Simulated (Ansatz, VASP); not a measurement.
## SnO2 in VASP and in Ansatz

POSCAR

```
SnO2
1.0
    4.7598181028     -0.2379909051      0.0000000000
   -0.2380028809      4.7600576175      0.0000000000
    0.0000000000      0.0000000000      3.2007107555
Sn O
2 4
Direct
    0.5000000000      0.5000000000      0.5000000000
    0.0000000000      0.0000000000      0.0000000000
    0.3058623572      0.3059582262      0.0000000000
    0.8058623572      0.1940417738      0.5000000000
    0.1941376428      0.8059582262      0.5000000000
    0.6941376428      0.6940417738      0.0000000000
```

File INCAR.step1:

```
PREC = Accurate
ENCUT = 520
ISMEAR = 0
SIGMA = 0.05
LREAL = False
LASPH = True
NELM = 60
NBANDS = 35
GGA = PE
ALGO = Normal
EDIFF = 1E-4
LWAVE = True
LCHARG = False
```

INCAR.step2

```
PREC = Accurate
ENCUT = 520
EDIFF = 1E-7
ISMEAR = 0
SIGMA = 0.05
LREAL = False
LASPH = True
NELM = 60
ALGO = Normal
ISIF = 2
LWAVE = False
LCHARG = False
METAGGA = R2SCAN
LMIXTAU = True
NBANDS = 35
ISTART = 1
```

Contents of KPOINTS:

```
Automatic mesh
0
Gamma
  6 6 8
```

Input for Ansatz:

```yaml
crystal:
  lattice:
    - [4.7598181028, -0.2379909051, 0.0]
    - [-0.2380028809, 4.7600576175, 0.0]
    - [0.0, 0.0, 3.2007107555]
  atoms:
    - { symbol: Sn, position: [0.5, 0.5, 0.5] }
    - { symbol: Sn, position: [0.0, 0.0, 0.0] }
    - { symbol: O, position: [0.3058623572, 0.3059582262, 0.0] }
    - { symbol: O, position: [0.8058623572, 0.1940417738, 0.5] }
    - { symbol: O, position: [0.1941376428, 0.8059582262, 0.5] }
    - { symbol: O, position: [0.6941376428, 0.6940417738, 0.0] }
basis:
  ecutwfc: 500
kpoints:
  mp_grid: { grid: [6, 6, 8] }
hamiltonian:
  xc: r2scan
scf:
  occupations: { method: gaussian, width: 0.05 }
output:
  forces: true
  stress: true
  eigenvalues: true
```

Change from the starting cell: strain -0.1000 x Voigt [0, 0, 0, 0, 0, 1], atoms carried along.

Alike in both runs: task single point; functional r2SCAN; k mesh 6 × 6 × 8; occupations gaussian, width 0.05 eV; no spin polarisation.

|  | VASP | Ansatz |
| --- | --- | --- |
| version | VASP 6.6.1 | Ansatz 0.2.0 |
| potentials or method | VASP PAW PBE potentials, release 64 (Sn_d, O), cutoff 520 eV | scalar-relativistic, plane waves, PAW |
| valence electrons in the cell | 52 | 52 |

|  | VASP | Ansatz | Ansatz less VASP |
| --- | --- | --- | --- |
| gap on the k mesh at the Fermi level (eV) | 1.77 | 1.75 | -0.025 |
| least direct gap on the mesh (eV) | 1.77 | 1.75 | -0.025 |
| pressure (GPa) | 3.8 | 2.7 | -1.17 |
| traceless stress, the component that is largest in VASP (GPa) | 21.45 | 21.12 | -0.334 |
| rms of the force components (eV/Å) | 0.194 | 0.193 | -0.0007 |

VASP's potentials were made for PBE, not for r2SCAN. Atom by atom the forces differ by 0.013 eV/Å (rms over components). The functional is the same, so the differences come from potentials, cutoffs and numerics.
